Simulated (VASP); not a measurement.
# Sc (Fd-3m) in VASP: notebook

The runs below take Sc through single point, with PBEsol.

Program: VASP 6.6.1. These are calculated values, not measurements. Logs are shortened: lines on timing, memory, paths and dates and some standing lists are left out, and cuts for length are marked.

### Step 1. The cell of the first run

It takes space group Fd-3m (No. 227, cubic). The conventional cell has a = 4.711 Å, b = 4.711 Å, c = 4.711 Å, α = 90.00°, β = 90.00°, γ = 90.00°. Within 2.7 Å of Sc (site symmetry -43m) lie 4 Sc at 2.04 Å.

### Step 2. Single point, PBEsol

The input, INCAR:

```
PREC = Accurate
ENCUT = 520
EDIFF = 1E-6
ISMEAR = -1
SIGMA = 0.05
LREAL = False
LASPH = True
NELM = 80
ALGO = Normal
ISIF = 2
LWAVE = False
LCHARG = False
GGA = PS
NBANDS = 18
```

The input, KPOINTS:

```
Automatic mesh
0
Gamma
  13 13 13
```

The input, POSCAR:

```
Sc
1.0
    0.0000000000      2.3552562421      2.3552562421
    2.3552562421      0.0000000000      2.3552562421
    2.3552562421      2.3552562421      0.0000000000
Sc
2
Direct
   -0.1250000000     -0.1250000000     -0.1250000000
    0.1250000000      0.1250000000      0.1250000000
```

Potentials or basis: VASP PAW PBE potentials, release 64 (Sc_sv).

Command:

```bash
$ cat potpaw_PBE.64/Sc_sv/POTCAR > POTCAR
$ mpirun -np 1 vasp_std > vasp.out
```

OUTCAR:

```text
PREC = Accurate
   ENCUT = 520
   EDIFF = 1E-6
   ISMEAR = -1
   LREAL = False
   LASPH = True
   NELM = 80
   ISIF = 2
   GGA = PS

 ion  position               nearest neighbor table
   1  0.875  0.875  0.875-   2 2.04   2 2.04   2 2.04   2 2.04
   2  0.125  0.125  0.125-   1 2.04   1 2.04   1 2.04   1 2.04

  LATTYP: Found a face centered cubic cell.
 ALAT       =     4.7105124842

  Lattice vectors:

 A1 = (   0.0000000000,   2.3552562421,   2.3552562421)
 A2 = (   2.3552562421,   0.0000000000,   2.3552562421)
 A3 = (   2.3552562421,   2.3552562421,   0.0000000000)

Analysis of symmetry for initial positions (statically):
=====================================================================
 Subroutine PRICEL returns:
 Original cell was already a primitive cell.

 Routine SETGRP: Setting up the symmetry group for a
 face centered cubic supercell.

 Subroutine GETGRP returns: Found 48 space group operations
 (whereof 12 operations were pure point group operations)
 out of a pool of 48 trial point group operations.

The static configuration has the point symmetry D_3d.
 The point group associated with its full space group is O_h .

Analysis of symmetry for dynamics (positions and initial velocities):
=====================================================================
 Subroutine PRICEL returns:
 Original cell was already a primitive cell.

 Routine SETGRP: Setting up the symmetry group for a
 face centered cubic supercell.

 Subroutine GETGRP returns: Found 48 space group operations
 (whereof 12 operations were pure point group operations)
 out of a pool of 48 trial point group operations.

The dynamic configuration has the point symmetry D_3d.
 The point group associated with its full space group is O_h .

 Subroutine INISYM returns: Found 48 space group operations
 (whereof 12 operations are pure point group operations),
 and found     1 'primitive' translations

----------------------------------------------------------------------------------------

                                     Primitive cell

  volume of cell :      26.1303

  direct lattice vectors                    reciprocal lattice vectors
     0.000000000  2.355256242  2.355256242    -0.212291126  0.212291126  0.212291126
     2.355256242  0.000000000  2.355256242     0.212291126 -0.212291126  0.212291126
     2.355256242  2.355256242  0.000000000     0.212291126  0.212291126 -0.212291126

  length of vectors
     3.330835320  3.330835320  3.330835320     0.367699016  0.367699016  0.367699016

  position of ions in fractional coordinates (direct lattice)
     0.875000000  0.875000000  0.875000000
     0.125000000  0.125000000  0.125000000

  ion indices of the primitive-cell ions
   primitive index   ion index
                 1           1
                 2           2

----------------------------------------------------------------------------------------

 KPOINTS: Automatic mesh

Automatic generation of k-mesh.
 Grid dimensions read from file:
 generate k-points for:   13   13   13

 Generating k-lattice:

  Cartesian coordinates                     Fractional coordinates (reciprocal lattice)
    -0.016330087  0.016330087  0.016330087     0.076923077  0.000000000  0.000000000
     0.016330087 -0.016330087  0.016330087     0.000000000  0.076923077  0.000000000
     0.016330087  0.016330087 -0.016330087     0.000000000  0.000000000  0.076923077

  Length of vectors
     0.028284540  0.028284540  0.028284540

  Shift w.r.t. Gamma in fractional coordinates (k-lattice)
     0.000000000  0.000000000  0.000000000

 Subroutine IBZKPT returns following result:
 ===========================================

 Found     84 irreducible k-points:

 Following reciprocal coordinates:
            Coordinates               Weight
  0.000000  0.000000  0.000000      1.000000
  0.076923  0.000000  0.000000      8.000000
  0.153846  0.000000  0.000000      8.000000
  0.230769  0.000000  0.000000      8.000000
  0.307692  0.000000  0.000000      8.000000
  0.384615  0.000000  0.000000      8.000000
[... 16 lines left out ...]
  0.384615  0.153846  0.000000     24.000000
  0.461538  0.153846  0.000000     24.000000
 [... further k-points ...]
   k-points           NKPTS =     84   k-points in BZ     NKDIM =     84   number of bands    NBANDS=     18
   number of dos      NEDOS =    301   number of ions     NIONS =      2
   total plane-waves  NPLWV =  21952
   dimension x,y,z NGX =    28 NGY =   28 NGZ =   28
   dimension x,y,z NGXF=    56 NGYF=   56 NGZF=   56
   ions per type =               2
   NGX,Y,Z   is equivalent  to a cutoff of  13.98, 13.98, 13.98 a.u.
   NGXF,Y,Z  is equivalent  to a cutoff of  27.95, 27.95, 27.95 a.u.
 SYSTEM =  unknown system
   PREC   = accura    normal or accurate (medium, high low for compatibility)
   ISTART =      0    job   : 0-new  1-cont  2-samecut
   ICHARG =      2    charge: 1-file 2-atom 10-const
   ISPIN  =      1    spin polarized calculation?
   LNONCOLLINEAR =      F non collinear calculations
   LSORBIT =      F    spin-orbit coupling
   LASPH  =      T    aspherical Exc in radial PAW
   ENCUT  =  520.0 eV  38.22 Ry    6.18 a.u.   6.19  6.19  6.19*2*pi/ulx,y,z
   NELM   =     80;   NELMIN=  2; NELMDL= -5     # of ELM steps
   EDIFF  = 0.1E-05   stopping-criterion for ELM
   LREAL  =      F    real-space projection
   EDIFFG = 0.1E-04   stopping-criterion for IOM
   NSW    =      0    number of steps for IOM
   IBRION =     -1    ionic relax: 0-MD 1-quasi-New 2-CG
   NFREE  =      0    steps in history (QN), initial steepest desc. (CG)
   ISIF   =      2    stress and relaxation
   ISYM   =      2    0-nonsym 1-usesym 2-fastsym
   POTIM  = 0.5000    time-step for ionic-motion
   TEBEG  =    0.0;   TEEND  =   0.0 temperature during run
   PSTRESS=    0.0 pullay stress
   NELECT =      22.0000    total number of electrons
   NUPDOWN=      -1.0000    fix difference up-down
   EMIN   =  10.00;   EMAX   =-10.00  energy-range for DOS
   EFERMI =   0.00;   METHOD = LEGACY
   ISMEAR =    -1;   SIGMA  =   0.05  broadening in eV -4-tet -1-fermi 0-gaus
   EFERMI_NEDOS =   21; number of points for ismear=-14 and -15
   IALGO  =     38    algorithm
   IMIX   =      4    mixing-type and parameters
     AMIX     =   0.40;   BMIX     =  1.00
     AMIX_MAG =   1.60;   BMIX_MAG =  1.00
  volume/ion in A,a.u.               =      13.07        88.17
  Fermi-wavevector in a.u.,A,eV,Ry     =   1.545851  2.921234 32.513224  2.389655
  Thomas-Fermi vector in A             =   2.651171
   LORBIT       =      0    0 simple, 1 ext, 2 COOP (PROOUT), +10 PAW based schemes
   GGA     = PS    functional components
   LHFCALC =     F    Hartree Fock is set to
   AEXX    =    0.0000 exact exchange contribution
   IVDW    =     0    specifies the selected vdW correction
   LEPSILON=     F    determine dielectric tensor
   LRPA    =     F    only Hartree local field effects (RPA)
 non-spin polarized calculation
  energy-cutoff  :      520.00
  volume of cell :       26.13
 maximum number of plane-waves:       725
 NGX is ok and might be reduce to    28
   NGX = 13   NGY = 13   NGZ = 13

 number of electron      22.0000001 magnetization

 Free energy of the ion-electron system (eV)
  ---------------------------------------------------
  ext. energy  EPLUGINS =         0.00000000
  ---------------------------------------------------
  free energy    TOTEN  =        -6.71251902 eV

  energy without entropy =       -6.70318558  energy(sigma->0) =       -6.70785230

 E-fermi :   8.2396     XC(G=0): -12.6886

 val. band max:        8.2305772064   @ k =   0.4615   0.4615   0.0000
 cond. band min:       8.2419390579   @ k =  -0.3077   0.4615   0.2308
 fundamental gap:      0.0113618515
 Fermi energy:         8.2395778677

 k-point     1 :       0.0000    0.0000    0.0000
  band No.  band energies     occupation
      1     -42.5845      2.00000
      2     -38.6165      2.00000
      3     -21.2708      2.00000
      4     -21.2708      2.00000
      5     -21.2708      2.00000
      6     -18.1073      2.00000
[... 10 lines left out ...]
     17      12.5014      0.00000
     18      16.6806      0.00000

 k-point     2 :       0.0769    0.0000    0.0000
  band No.  band energies     occupation
      1     -42.5469      2.00000
      2     -38.6685      2.00000
      3     -21.3056      2.00000
      4     -21.3056      2.00000
      5     -21.2793      2.00000
      6     -18.0799      2.00000
[... 10 lines left out ...]
     17      12.4284      0.00000
     18      16.6681      0.00000

 k-point     3 :       0.1538    0.0000    0.0000
  band No.  band energies     occupation
      1     -42.4376      2.00000
      2     -38.8174      2.00000
      3     -21.3974      2.00000
      4     -21.3974      2.00000
      5     -21.3077      2.00000
      6     -17.9967      2.00000
[... 10 lines left out ...]
     17      12.3007      0.00000
     18      16.6229      0.00000

 k-point     4 :       0.2308    0.0000    0.0000
  band No.  band energies     occupation
      1     -42.2675      2.00000
      2     -39.0423      2.00000
      3     -21.5170      2.00000
      4     -21.5170      2.00000
      5     -21.3583      2.00000
      6     -17.8620      2.00000
[... 375 lines left out ...]
      4     -21.7932      2.00000
      5     -20.8711      2.00000
      6     -18.3343      2.00000
[... 10 lines left out ...]
     17      12.9485      0.00000
     18      15.2383      0.00000

 k-point    23 :       0.3846    0.1538    0.0000
  band No.  band energies     occupation
      1     -41.8544      2.00000
      2     -39.5583      2.00000
      3     -22.0254      2.00000
      4     -21.8740      2.00000
      5     -20.8406      2.00000
      6     -18.2595      2.00000
[... 10 lines left out ...]
     17      13.5276      0.00000
     18      15.0668      0.00000

 k-point    24 :       0.4615    0.1538    0.0000
  band No.  band energies     occupation
      1     -41.6570      2.00000
      2     -39.7914      2.00000
      3     -22.1610      2.00000
      4     -21.9090      2.00000
      5     -20.8381      2.00000
      6     -18.1652      2.00000
[... 10 lines left out ...]
     17      13.7181      0.00000
     18      15.3434      0.00000

 [... further k-points ...]
[... 5 lines left out ...]
  --------------------------------------------------------------------------------------
  -------------------------------------------------------------------------------------
  Total       10.3580682     10.3580682     10.3580682     -0.0000000      0.0000000      0.0000000
  in kB      635.1040206    635.1040206    635.1040206     -0.0000000      0.0000000      0.0000000
  external PRESSURE =     635.1040206 kB  Pullay stress =       0.0000000 kB

 VOLUME and BASIS-vectors are now :
 -----------------------------------------------------------------------------
  energy-cutoff  :      520.00
  volume of cell :       26.13
      direct lattice vectors                 reciprocal lattice vectors
     0.000000000  2.355256242  2.355256242    -0.212291126  0.212291126  0.212291126
     2.355256242  0.000000000  2.355256242     0.212291126 -0.212291126  0.212291126
     2.355256242  2.355256242  0.000000000     0.212291126  0.212291126 -0.212291126

 POSITION                                       TOTAL-FORCE (eV/Angst)
 -----------------------------------------------------------------------------------
      4.12170      4.12170      4.12170         0.000000     -0.000000     -0.000000
      0.58881      0.58881      0.58881        -0.000000      0.000000      0.000000
 -----------------------------------------------------------------------------------
    total drift:                                0.000000     -0.000000     -0.000000

  FREE ENERGIE OF THE ION-ELECTRON SYSTEM (eV)
  ---------------------------------------------------
  free  energy   TOTEN  =        -6.7125190151 eV

  energy  without entropy=       -6.7031855782  energy(sigma->0) =       -6.70785230
```

Wall time 43 s (1 thread of Intel Xeon Platinum 8375C at 2.90GHz (Ice Lake), shared host); peak memory 0.17 GiB.

What came out:

* Free energy: -6.7125 eV
* Pressure: 63.5 GPa
* Band gap on the k mesh: zero (band 11 reaches 8.40 eV, above the bottom of band 12 at 7.76 eV)

Caveat: the PAW data sets were made with another functional, which shifts forces and pressure a little.

### Step 3. Single point, PBEsol

The input, INCAR:

```
SYSTEM = Sc
PREC = Accurate
ENCUT = 520
EDIFF = 1E-6
ISMEAR = -1
SIGMA = 0.05
LREAL = .FALSE.
LASPH = .TRUE.
NELM = 100
ALGO = Normal
ISIF = 2
LWAVE = .FALSE.
LCHARG = .FALSE.
GGA = PS
NBANDS = 18
```

The input, KPOINTS:

```
Automatic mesh
0
G
  13 13 13
  0 0 0
```

The input, POSCAR:

```
Sc
1.0
    0.0000000000      2.3560852075      2.3560852075
    2.3560852075      0.0000000000      2.3560852075
    2.3560852075      2.3560852075      0.0000000000
Sc
2
Direct
   -0.1250000000     -0.1250000000     -0.1250000000
    0.1250000000      0.1250000000      0.1250000000
```

Potentials or basis: VASP PAW PBE potentials, release 64 (Sc_sv).

Command:

```bash
$ cat potpaw_PBE.64/Sc_sv/POTCAR > POTCAR
$ mpirun -np 1 vasp_std > vasp.out
```

Wall time 42 s (1 thread of Intel Xeon Platinum 8375C at 2.90GHz (Ice Lake), shared host); peak memory 0.17 GiB.

Results (log left out):

- Free energy: -6.7235 eV
- Pressure: 63.2 GPa
- Band gap on the k mesh: zero (band 11 reaches 8.39 eV, above the bottom of band 12 at 7.75 eV)

Levels at points of the mesh, in eV from the Fermi level:
```
           k point  band 7  band 8  band 9  band 10  band 11  band 12  band 13  band 14  band 15  band 16
(0.00, 0.00, 0.00)  -26.35  -26.35   -5.27    -1.92    -1.92     0.59     0.59     0.59     4.26     4.26
```

Caveat: the PAW data sets were made with another functional, which shifts forces and pressure a little.
